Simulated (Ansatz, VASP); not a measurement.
One calculation of Ti, two programs

File INCAR:

```
PREC = Accurate
ENCUT = 520
EDIFF = 1E-6
ISMEAR = 0
SIGMA = 0.15
LREAL = F
LASPH = T
NELM = 80
ALGO = Fast
ISIF = 2
LWAVE = F
LCHARG = F
GGA = PE
NBANDS = 12
```

File KPOINTS:

```
Automatic mesh
0
Gamma
  20 20 20
```

Contents of POSCAR:

```
Ti
1.0
   -1.6872708295      1.6872708295      1.4648567468
    1.6872708295     -1.6872708295      1.4648567468
    1.5679663855      1.5679663855     -1.4648567468
Ti
1
Direct
    0.0000000000      0.0000000000      0.0000000000
```

Input for Ansatz:

```yaml
crystal:
  lattice:
    - [-1.6872708295, 1.6872708295, 1.4648567468]
    - [1.6872708295, -1.6872708295, 1.4648567468]
    - [1.5679663855, 1.5679663855, -1.4648567468]
  atoms:
    - { symbol: Ti, position: [0.0, 0.0, 0.0] }
basis:
  ecutwfc: 520.0
kpoints:
  mp_grid: { grid: [20, 20, 20] }
hamiltonian:
  xc: pbe
  pseudopotentials: { kind: paw, azcp: { folder: soft_1 } }
scf:
  occupations: { method: gaussian, width: 0.15 }
output:
  forces: true
  stress: true
  eigenvalues: true
```

Change from the starting cell: engineering shear strain xy -0.0733, normal strain along z -0.1000.

Alike in both runs: task single point; functional PBE; k mesh 20 × 20 × 20; occupations gaussian, width 0.15 eV; no spin polarisation.

|  | VASP | Ansatz |
| --- | --- | --- |
| version | VASP 6.6.1 | Ansatz 0.2.0 |
| potentials or method | VASP PAW PBE potentials, release 64 (Ti_sv), cutoff 520 eV | scalar-relativistic, plane waves, PAW |
| valence electrons in the cell | 12 | 12 |

|  | VASP | Ansatz | Ansatz less VASP |
| --- | --- | --- | --- |
| gap on the k mesh at the Fermi level (eV) | none | none | - |
| pressure (GPa) | 13.3 | 13.7 | +0.38 |
| traceless stress, the component that is largest in VASP (GPa) | 3.51 | 3.48 | -0.028 |

A gap of «none» marks a metal or a gap that the smearing closes. With one functional, cell and mesh, what is left measures potentials, basis and numerics.
